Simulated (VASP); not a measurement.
Runs of VASP 6.6.1 on CdTe. The structure is that of space group Fm-3m (No. 225), or close to it. The cells are those of the table. 

```csv
task,level,cell,cutoff (eV),gap on the mesh (eV),pressure (GPa)
electric field gradients,r2SCAN,"a = 4.337 Å, angles 60.0°, 2 atoms",440,none,(a)
single point,r2SCAN,"a = 4.108 Å, angles 60.0°, 2 atoms",550,none,10.6
electric field gradients,r2SCAN,"a = 3.940 Å, angles 60.0°, 2 atoms",520,none,26.9
single point,r2SCAN,"a = 4.337 Å, angles 60.0°, 2 atoms",550,none,-1.1
single point,r2SCAN,"a = 3.757 Å, angles 60.0°, 2 atoms",550,none,58.3
electric field gradients,r2SCAN,"a = 3.757 Å, angles 60.0°, 2 atoms",520,none,58.3
electric field gradients,r2SCAN,"a = 4.337 Å, angles 60.0°, 2 atoms",520,none,-1.1
electric field gradients,PBEsol,"a = 3.757 Å, angles 60.0°, 2 atoms",400,none,50.7
single point,r2SCAN,"a = 3.940 Å, angles 60.0°, 2 atoms",550,none,26.9
single point,PBEsol+D4,"a = 4.337 Å, angles 60.0°, 2 atoms",500,none,-4.2
electric field gradients,r2SCAN,"a = 4.108 Å, angles 60.0°, 2 atoms",520,none,10.6
```

Alike in all rows: potentials or basis VASP PAW PBE potentials, release 64 (Cd, Te); no spin polarisation; k mesh 10 × 10 × 10; smearing fermi-dirac 0.05 eV.

Estimate the missing entries.

(a) -1.3.

Caveats: the PAW data sets were made with another functional, which shifts forces and pressure a little; spin-orbit coupling is left out, which moves the levels of the heavy elements; pairwise dispersion overbinds metals, which lowers pressure and volume (some runs).

A k mesh can miss the band edges, and the runs leave out spin-orbit coupling on Cd, Te.

A gap of «none» marks levels without a gap at the run's occupations.
